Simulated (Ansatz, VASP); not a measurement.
**CaH in VASP and in Ansatz**

```
Ca H
1.0
     3.31023    0.00000    0.00000
     0.00000    3.31023    0.00000
     0.00000    0.00000    3.99908
Ca H
1 1
Direct
  0.00000 0.00000 0.00000
  0.50000 0.50000 0.00000
```

Alike in both runs: task relaxation of cell and atoms; functional PBE; k mesh 16 × 16 × 14; occupations gaussian, width 0.1 eV; no spin polarisation.

|  | VASP | Ansatz |
| --- | --- | --- |
| version | VASP 6.6.1 | Ansatz 0.2.0 |
| potentials or method | VASP PAW PBE potentials, release 64 (Ca_sv, H), cutoff 600 eV | scalar-relativistic, plane waves, PAW |
| valence electrons in the cell | 11 | 11 |

|  | VASP | Ansatz | Ansatz less VASP |
| --- | --- | --- | --- |
| gap on the k mesh at the Fermi level, each at its own relaxed structure (eV) | none | none | - |
| relaxed volume (Å³/atom) | 22.01 | 21.93 | -0.079 |
| relaxed cell length with the largest relative difference (Å) | 3.308 | 3.304 | -0.0041 |

A gap of «none» marks a metal or a gap that the smearing closes.
